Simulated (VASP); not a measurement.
Sc3Cu2: relaxation of cell and atoms with PBE

Sc3Cu2:

```
Sc Cu
1.0
     4.90382    0.00000    0.00000
     0.00000    4.90382    0.00000
     0.00000    0.00000    4.90382
Sc Cu
3 2
Direct
  0.50000 0.00000 0.00000
  0.00000 0.50000 0.00000
  0.00000 0.00000 0.50000
  0.50000 0.50000 0.50000
  0.00000 0.00000 0.00000
```

```yaml
Program: VASP 6.6.1
Task: relaxation of cell and atoms
Functional: PBE
Potentials_or_basis: VASP PAW PBE potentials, release 64 (Sc_sv, Cu)
Cutoff: 600 eV
k_mesh: 8 × 8 × 8
Occupations: gaussian, width 0.1 eV
Spin: no spin polarisation
Dipole_correction: no
Further_INCAR_settings: ALGO = Fast; EDIFF = 1e-07; IBRION = 2; EDIFFG = -0.01; NSW = 100; ISIF = 3
```

| Item | Value |
| --- | --- |
| Relaxed volume | 23.75 Å³/atom |
| Relaxed cell | a = 4.915 Å, b = 4.915 Å, c = 4.915 Å, α = 90.00°, β = 90.00°, γ = 90.00° |
| Space group after relaxing (to 0.05 Å) | Pm-3m (No. 221) |
| Energy gained by relaxing | 0.1 meV/atom |
| Ionic steps | 2 |
| Pressure after relaxing | -0.1 GPa |

Step by step:
```
step  energy change (eV)  largest force (eV/Å)  pressure (GPa)  volume (Å³)
   1              0.0000                0.0000            0.33       117.92
   2             -0.0007                0.0000           -0.07       118.77
```

Final structure:
```yaml
crystal:
  lattice:
    - [4.91545, 0.00000, 0.00000]
    - [0.00000, 4.91545, 0.00000]
    - [0.00000, 0.00000, 4.91545]
  atoms:
    - { symbol: Sc, position: [0.50000, 0.00000, 0.00000] }
    - { symbol: Sc, position: [0.00000, 0.50000, 0.00000] }
    - { symbol: Sc, position: [0.00000, 0.00000, 0.50000] }
    - { symbol: Cu, position: [0.50000, 0.50000, 0.50000] }
    - { symbol: Cu, position: [0.00000, 0.00000, 0.00000] }
```

Levels at points of the mesh, in eV from the Fermi level:
```csv
k point,band 24,band 25,band 26,band 27,band 28,band 29,band 30,band 31,band 32,band 33
"(0.00, 0.00, 0.00)",-2.19,0.00,0.00,0.52,0.52,0.52,0.54,0.54,0.54,1.96
"(0.50, 0.00, 0.00)",-2.08,-1.23,0.06,0.06,0.14,0.25,0.25,0.71,0.72,1.34
"(0.50, 0.50, 0.00)",-2.11,-2.10,-2.08,-0.58,0.09,0.09,0.10,1.29,1.31,1.33
"(0.50, 0.50, 0.50)",-2.10,-1.59,-1.59,-1.59,0.00,0.00,0.00,1.03,1.03,1.44
```

Run time: 15 min on 1 thread of Oxide Virtual Turin-like Processor (shared host), peak memory 0.31 GiB.
